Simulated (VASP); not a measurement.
# H4CO in VASP: notebook

H4CO is run at these levels: r2SCAN+D3(BJ); tasks: single point.

Everything below comes from runs of VASP 6.6.1. Logs are shortened: lines on timing, memory, paths and dates and some standing lists are left out, and cuts for length are marked.

## 1. The cell of the first run

The cell holds a disordered packing, 36 atoms: a = 7.380 Å, b = 7.380 Å, c = 7.380 Å, α = 90.00°, β = 90.00°, γ = 90.00°.

## 2. Single point, r2SCAN+D3(BJ)

POSCAR

```
H4CO
1.0
    7.3803230000      0.0000000000      0.0000000000
    0.0000000000      7.3803230000      0.0000000000
    0.0000000000      0.0000000000      7.3803230000
C O H
6 6 24
Direct
    0.1132877247     -0.0021137286      0.0231155195
    0.4125158208      0.6219375493      0.1077053132
    0.6795908526      0.2217518122      0.0926382219
    0.3209209136      0.3339555735      0.5161020730
    0.2250985492      0.7853043830      0.6255552772
    0.7504278607      0.9118977584      0.5587966814
    0.0901586557      0.0081839237      0.2173075623
    0.5588644291      0.7143183300      0.1954521503
    0.5880636931      0.2201258671     -0.0703221255
    0.2605170533      0.3163005196      0.6990073470
    0.0909580787      0.6593207370      0.6977878881
    0.7203749755      0.7171230853      0.5781047794
    0.0347952251     -0.1138026073     -0.0273294272
    0.1911975939      0.0817037412      0.2515337066
    0.0760400324      0.1248319349     -0.0428707524
    0.2566825327     -0.0287250301     -0.0027234580
    0.4442217502      0.6328449310     -0.0378709712
    0.5454368325      0.6853087595      0.3236579212
    0.4305638114      0.4808597131      0.1496275976
    0.2818711322      0.6707159023      0.1432051145
    0.5929957266      0.2993093934      0.1831898143
    0.6511774620      0.1195882619     -0.1421753492
    0.6947256915      0.0884920619      0.1616595913
    0.8050325169      0.2956510169      0.0814598494
    0.1961567265      0.3823003411      0.4320813601
    0.3643336477      0.2767765042      0.7746002445
    0.4262008587      0.4391677708      0.4961300474
    0.3824764851      0.2055194603      0.4577577431
    0.1735967382      0.9236587613      0.6558927028
    0.1342759660      0.5357082610      0.7018121023
    0.3603771813      0.7725271645      0.6824633556
    0.2438240169      0.7717412910      0.4731229243
    0.6239970798      0.9685483955      0.4915638516
    0.8377275629      0.6677892011      0.6286445729
    0.7843830141      0.9898618258      0.6852545614
    0.8703006630      0.9453515788      0.4726622399
```

INCAR.step1

```
SYSTEM = H4CO
PREC = Accurate
ENCUT = 520
ISMEAR = -1
SIGMA = 0.02
LREAL = Auto
LASPH = .TRUE.
NELM = 80
NBANDS = 66
GGA = PE
ALGO = Normal
EDIFF = 1E-4
LWAVE = .TRUE.
LCHARG = .FALSE.
```

INCAR.step2

```
SYSTEM = H4CO
PREC = Accurate
ENCUT = 520
EDIFF = 1E-7
ISMEAR = -1
SIGMA = 0.02
LREAL = Auto
LASPH = .TRUE.
NELM = 80
ALGO = Normal
ISIF = 2
LWAVE = .FALSE.
LCHARG = .FALSE.
METAGGA = R2SCAN
LMIXTAU = .TRUE.
IVDW = 12
VDW_S6 = 1.0
VDW_S8 = 0.78981345
VDW_A1 = 0.49484001
VDW_A2 = 5.73083694
NBANDS = 66
ISTART = 1
```

KPOINTS

```
regular mesh
0
G
  1 1 1
  0 0 0
```

Potentials or basis: VASP PAW PBE potentials, release 64 (C, O, H).

The run is started by

```bash
cat potpaw_PBE.64/C/POTCAR potpaw_PBE.64/O/POTCAR potpaw_PBE.64/H/POTCAR > POTCAR
cp INCAR.step1 INCAR
mpirun -np 1 vasp_gam > vasp.out
cp INCAR.step2 INCAR
mpirun -np 1 vasp_gam > vasp.out
```

OUTCAR:

```text
SYSTEM = H4CO
   PREC = Accurate
   ENCUT = 520
   EDIFF = 1E-7
   ISMEAR = -1
   LREAL = Auto
   LASPH = .TRUE.
   NELM = 80
   ISIF = 2
   METAGGA = R2SCAN
   IVDW = 12
   ISTART = 1
 IVDW          = 12

 ion  position               nearest neighbor table
   1  0.113  0.998  0.023-  13 1.07  15 1.09  16 1.09   7 1.45
   2  0.413  0.622  0.108-  20 1.06  19 1.09  17 1.10   8 1.43
   3  0.680  0.222  0.093-  24 1.08  21 1.09  23 1.11   9 1.38
   4  0.321  0.334  0.516-  27 1.11  28 1.14  25 1.17  10 1.43
   5  0.225  0.785  0.626-  31 1.09  29 1.11  32 1.14  11 1.46
   6  0.750  0.912  0.559-  36 1.12  35 1.12  33 1.14  12 1.46
   7  0.090  0.008  0.217-  14 0.96   1 1.45
   8  0.559  0.714  0.195-  18 0.98   2 1.43
   9  0.588  0.220  0.930-  22 1.02   3 1.38
  10  0.261  0.316  0.699-  26 0.99   4 1.43
  11  0.091  0.659  0.698-  30 0.97   5 1.46
  12  0.720  0.717  0.578-  34 1.01   6 1.46
  13  0.035  0.886  0.973-   1 1.07
  14  0.191  0.082  0.252-   7 0.96
  15  0.076  0.125  0.957-   1 1.09
  16  0.257  0.971  0.997-   1 1.09
  17  0.444  0.633  0.962-   2 1.10
  18  0.545  0.685  0.324-   8 0.98
[... 16 lines left out ...]
  35  0.784  0.990  0.685-   6 1.12
  36  0.870  0.945  0.473-   6 1.12

  LATTYP: Found a simple cubic cell.
 ALAT       =     7.3803230000

  Lattice vectors:

 A1 = (   7.3803230000,   0.0000000000,   0.0000000000)
 A2 = (   0.0000000000,   7.3803230000,   0.0000000000)
 A3 = (   0.0000000000,   0.0000000000,   7.3803230000)

Analysis of symmetry for initial positions (statically):
=====================================================================
 Subroutine PRICEL returns:
 Original cell was already a primitive cell.

 Routine SETGRP: Setting up the symmetry group for a
 simple cubic supercell.

 Subroutine GETGRP returns: Found  1 space group operations
 (whereof  1 operations were pure point group operations)
 out of a pool of 48 trial point group operations.

The static configuration has the point symmetry C_1 .

Analysis of symmetry for dynamics (positions and initial velocities):
=====================================================================
 Subroutine PRICEL returns:
 Original cell was already a primitive cell.

 Routine SETGRP: Setting up the symmetry group for a
 simple cubic supercell.

 Subroutine GETGRP returns: Found  1 space group operations
 (whereof  1 operations were pure point group operations)
 out of a pool of 48 trial point group operations.

The dynamic configuration has the point symmetry C_1 .

 Subroutine INISYM returns: Found  1 space group operations
 (whereof  1 operations are pure point group operations),
 and found     1 'primitive' translations

----------------------------------------------------------------------------------------

                                     Primitive cell

  volume of cell :     402.0001

  direct lattice vectors                    reciprocal lattice vectors
     7.380323000  0.000000000  0.000000000     0.135495425  0.000000000  0.000000000
     0.000000000  7.380323000  0.000000000     0.000000000  0.135495425  0.000000000
     0.000000000  0.000000000  7.380323000     0.000000000  0.000000000  0.135495425

  length of vectors
     7.380323000  7.380323000  7.380323000     0.135495425  0.135495425  0.135495425

  position of ions in fractional coordinates (direct lattice)
     0.113287725  0.997886271  0.023115520
     0.412515821  0.621937549  0.107705313
     0.679590853  0.221751812  0.092638222
     0.320920914  0.333955573  0.516102073
     0.225098549  0.785304383  0.625555277
     0.750427861  0.911897758  0.558796681
[... 28 lines left out ...]
     0.784383014  0.989861826  0.685254561
     0.870300663  0.945351579  0.472662240

  ion indices of the primitive-cell ions
   primitive index   ion index
                 1           1
                 2           2
                 3           3
                 4           4
                 5           5
                 6           6
[... 28 lines left out ...]
                35          35
                36          36

----------------------------------------------------------------------------------------

 KPOINTS: regular mesh

Automatic generation of k-mesh.
 Grid dimensions read from file:
 generate k-points for:    1    1    1

 Generating k-lattice:

  Cartesian coordinates                     Fractional coordinates (reciprocal lattice)
     0.135495425  0.000000000  0.000000000     1.000000000  0.000000000  0.000000000
     0.000000000  0.135495425  0.000000000     0.000000000  1.000000000  0.000000000
     0.000000000  0.000000000  0.135495425     0.000000000  0.000000000  1.000000000

  Length of vectors
     0.135495425  0.135495425  0.135495425

  Shift w.r.t. Gamma in fractional coordinates (k-lattice)
     0.000000000  0.000000000  0.000000000

 Subroutine IBZKPT returns following result:
 ===========================================

 Found      1 irreducible k-points:

 Following reciprocal coordinates:
            Coordinates               Weight
  0.000000  0.000000  0.000000      1.000000
   k-points           NKPTS =      1   k-points in BZ     NKDIM =      1   number of bands    NBANDS=     66
   number of dos      NEDOS =    301   number of ions     NIONS =     36
   total plane-waves  NPLWV = 175616
   dimension x,y,z NGX =    56 NGY =   56 NGZ =   56
   dimension x,y,z NGXF=   112 NGYF=  112 NGZF=  112
   ions per type =               6   6  24
   NGX,Y,Z   is equivalent  to a cutoff of  12.61, 12.61, 12.61 a.u.
   NGXF,Y,Z  is equivalent  to a cutoff of  25.23, 25.23, 25.23 a.u.
 SYSTEM =  H4CO
   PREC   = accura    normal or accurate (medium, high low for compatibility)
   ISTART =      1    job   : 0-new  1-cont  2-samecut
   ICHARG =      0    charge: 1-file 2-atom 10-const
   ISPIN  =      1    spin polarized calculation?
   LNONCOLLINEAR =      F non collinear calculations
   LSORBIT =      F    spin-orbit coupling
   LASPH  =      T    aspherical Exc in radial PAW
   ENCUT  =  520.0 eV  38.22 Ry    6.18 a.u.  13.72 13.72 13.72*2*pi/ulx,y,z
   NELM   =     80;   NELMIN=  2; NELMDL=  0     # of ELM steps
   EDIFF  = 0.1E-06   stopping-criterion for ELM
   LREAL  =      T    real-space projection
   EDIFFG = 0.1E-05   stopping-criterion for IOM
   NSW    =      0    number of steps for IOM
   IBRION =     -1    ionic relax: 0-MD 1-quasi-New 2-CG
   NFREE  =      0    steps in history (QN), initial steepest desc. (CG)
   ISIF   =      2    stress and relaxation
   ISYM   =      2    0-nonsym 1-usesym 2-fastsym
   POTIM  = 0.5000    time-step for ionic-motion
   TEBEG  =    0.0;   TEEND  =   0.0 temperature during run
   PSTRESS=    0.0 pullay stress
   NELECT =      84.0000    total number of electrons
   NUPDOWN=      -1.0000    fix difference up-down
   EMIN   =  10.00;   EMAX   =-10.00  energy-range for DOS
   EFERMI =   0.00;   METHOD = LEGACY
   ISMEAR =    -1;   SIGMA  =   0.02  broadening in eV -4-tet -1-fermi 0-gaus
   EFERMI_NEDOS =   21; number of points for ismear=-14 and -15
   IALGO  =     38    algorithm
   IMIX   =      4    mixing-type and parameters
     AMIX     =   0.40;   BMIX     =  1.00
     AMIX_MAG =   1.60;   BMIX_MAG =  1.00
  volume/ion in A,a.u.               =      11.17        75.36
  Fermi-wavevector in a.u.,A,eV,Ry     =   0.971462  1.835797 12.840345  0.943739
  Thomas-Fermi vector in A             =   2.101681
   LORBIT       =      0    0 simple, 1 ext, 2 COOP (PROOUT), +10 PAW based schemes
   METAGGA = R2SCAN    functional components
   LHFCALC =     F    Hartree Fock is set to
   AEXX    =    0.0000 exact exchange contribution
   IVDW    =    12    specifies the selected vdW correction
   LEPSILON=     F    determine dielectric tensor
   LRPA    =     F    only Hartree local field effects (RPA)
 non-spin polarized calculation
  energy-cutoff  :      520.00
  volume of cell :      402.00
 maximum number of plane-waves:      5414
 NGX is ok and might be reduce to    54
   NGX = 27   NGY = 27   NGZ = 27

 number of electron      83.9999995 magnetization

 Free energy of the ion-electron system (eV)
  ---------------------------------------------------
  ext. energy  EPLUGINS =         0.00000000
  ---------------------------------------------------
  free energy    TOTEN  =      -193.43107881 eV

  energy without entropy =     -193.43107881  energy(sigma->0) =     -193.43107881

 E-fermi :  -2.8959     XC(G=0):  -6.5725

 val. band max:       -3.4679018957   @ k =   0.0000   0.0000   0.0000
 cond. band min:       1.8703603954   @ k =   0.0000   0.0000   0.0000
 fundamental gap:      5.3382622911
 Fermi energy:        -2.8959295349

 k-point     1 :       0.0000    0.0000    0.0000
  band No.  band energies     occupation
      1     -24.5700      2.00000
      2     -24.4191      2.00000
      3     -23.9345      2.00000
      4     -23.7383      2.00000
      5     -23.6290      2.00000
      6     -23.2456      2.00000
[... 46 lines left out ...]
     53       5.3426      0.00000
     54       5.5050      0.00000
 [bands above 54 left out]

------------------------ aborting loop because EDIFF is reached ----------------------------------------

 Edisp (eV)   -0.59765

 E8    (eV) :    -0.0919

  FORCE on cell =-STRESS in cart. coord.  units (eV):
  Direction    XX          YY          ZZ          XY          YZ          ZX
  --------------------------------------------------------------------------------------
  -------------------------------------------------------------------------------------
  Total      -7.15884    -6.87154    -2.63370     1.39821     2.44173     1.08939
  in kB     -28.53167   -27.38662   -10.49664     5.57261     9.73155     4.34179
  external pressure =      -22.14 kB  Pullay stress =        0.00 kB

 VOLUME and BASIS-vectors are now :
 -----------------------------------------------------------------------------
  energy-cutoff  :      520.00
  volume of cell :      402.00
      direct lattice vectors                 reciprocal lattice vectors
     7.380323000  0.000000000  0.000000000     0.135495425  0.000000000  0.000000000
     0.000000000  7.380323000  0.000000000     0.000000000  0.135495425  0.000000000
     0.000000000  0.000000000  7.380323000     0.000000000  0.000000000  0.135495425

 POSITION                                       TOTAL-FORCE (eV/Angst)
 -----------------------------------------------------------------------------------
      0.83610      7.36472      0.17060         0.510180      0.119775      0.475902
      3.04450      4.59010      0.79490         2.054727     -0.796784     -0.538624
      5.01560      1.63660      0.68370        -0.154129      0.151141      2.422916
      2.36850      2.46470      3.80900        -0.725028      0.266732     -1.596265
      1.66130      5.79580      4.61680        -0.694957      0.005376     -0.974367
      5.53840      6.73010      4.12410        -0.160942      0.181585     -0.786113
[... 28 lines left out ...]
      5.78900      7.30550      5.05740        -0.574507     -0.769549     -0.102143
      6.42310      6.97700      3.48840        -0.656664     -0.482316     -0.019979
 -----------------------------------------------------------------------------------
    total drift:                               -0.004145     -0.013177      0.010286

  FREE ENERGIE OF THE ION-ELECTRON SYSTEM (eV)
  ---------------------------------------------------
  free  energy   TOTEN  =      -194.0287252156 eV

  energy  without entropy=     -194.0287252156  energy(sigma->0) =     -194.02872522
```

Wall time 6.9 min (1 thread of Intel Xeon 8259CL, shared host); peak memory 0.47 GiB.

What came out:

```yaml
Free_energy: -194.0287 eV
Pressure: -2.2 GPa
Largest_force: 4.024 eV/Å
Band_gap_on_the_k_mesh: 5.34 eV
Dispersion_energy_per_atom: -0.017 eV
```

Forces on the atoms (eV/Å):
```
C    0.510  0.120  0.476
C    2.055 -0.797 -0.539
C   -0.154  0.151  2.423
C   -0.725  0.267 -1.596
C   -0.695  0.005 -0.974
C   -0.161  0.182 -0.786
O   -0.151 -0.028 -0.518
O   -0.466  0.452  0.713
O    0.400 -2.576 -3.065
O    0.835 -0.393  0.045
O    0.229  1.116 -0.361
O    1.304  0.933  0.789
H   -0.357 -0.337 -0.152
H    0.176  0.268  0.636
H   -0.141  0.063 -0.086
H   -0.006 -0.044 -0.327
H   -0.509 -0.102  0.324
H    0.566  0.309 -0.203
H   -0.694 -0.204 -0.426
H   -0.985  0.500  0.135
H    0.125  0.191  0.326
H   -1.311  1.734  0.773
H    0.190  0.290 -0.693
H    0.676 -0.003  0.095
H    1.535 -0.888  0.951
H   -0.576  0.409 -0.248
H   -0.201 -0.128  0.404
H   -0.759  0.728  0.487
H    0.202 -0.646 -0.226
H    0.600 -0.223  0.077
H    0.084 -0.350  0.474
H   -0.485  0.085  1.089
H    1.134 -0.394  0.692
H   -1.015  0.560 -0.587
H   -0.575 -0.770 -0.102
H   -0.657 -0.482 -0.020
```

Caveat: the k points lie up to 0.85 Å⁻¹ apart, too coarse for converged energies, forces and pressures; the atoms stand as in a frame of molecular dynamics; the PAW data sets were made with another functional, which shifts forces and pressure a little.

[end of part 1 of 2]
